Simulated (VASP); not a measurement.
Wanted: the native input for a VASP 6.6.1 run.

```
Task                   : single point
Functional             : PBEsol
Potentials or basis    : VASP PAW PBE potentials, release 64 (Ga_d, N)
Cutoff                 : 520 eV
k mesh                 : 10 × 10 × 3
Occupations            : fermi-dirac, width 0.05 eV
Spin                   : no spin polarisation
Dipole correction      : no
Further INCAR settings : ALGO = Normal; EDIFF = 1e-06; NBANDS = 46
```

The structure of GaN lies in POSCAR:

```
GaN
1.0
    3.1899831921      0.0000000000      0.0000000000
   -1.5949915960      2.7626064820      0.0000000000
    0.0000000000      0.0000000000     10.2873289123
Ga N
4 4
Direct
    0.0000000000      0.0000000000      0.7858680000
    0.6666666667      0.3333333333      0.0373490000
    0.3333333333      0.6666666667      0.5373490000
    0.0000000000      0.0000000000      0.2858680000
    0.0000000000      0.0000000000      0.0930380000
    0.6666666667      0.3333333333      0.3437450000
    0.0000000000      0.0000000000      0.5930380000
    0.3333333333      0.6666666667      0.8437450000
```

These files were run (other wordings do the same):

INCAR

```
SYSTEM = GaN
  PREC = Accurate
  ENCUT = 520
  EDIFF = 1E-6
  ISMEAR = -1
  SIGMA = 0.05
  LREAL = .FALSE.
  LASPH = .TRUE.
  NELM = 100
  ALGO = Normal
  ISIF = 2
  LWAVE = .FALSE.
  LCHARG = .TRUE.
  GGA = PS
  LELF = .TRUE.
  LVHAR = .TRUE.
  NBANDS = 46
```

KPOINTS

```
regular mesh
0
G
  10 10 3
  0 0 0
```

Potentials or basis: VASP PAW PBE potentials, release 64 (Ga_d, N).

The run is started by

```bash
$ cat potpaw_PBE.64/Ga_d/POTCAR potpaw_PBE.64/N/POTCAR > POTCAR
$ mpirun -np 1 vasp_std > vasp.out
```

Results of the run:

```yaml
Pressure: -2.9 GPa
Largest_force: 0.358 eV/Å
Band_gap_on_the_k_mesh: 0.94 eV
```

Caveat: the PAW data sets were made with another functional, which shifts forces and pressure a little.

It took 97 s on 1 thread of AMD EPYC 9R45 96-Core Processor (Zen 5), on a shared host, peak memory 0.21 GiB.
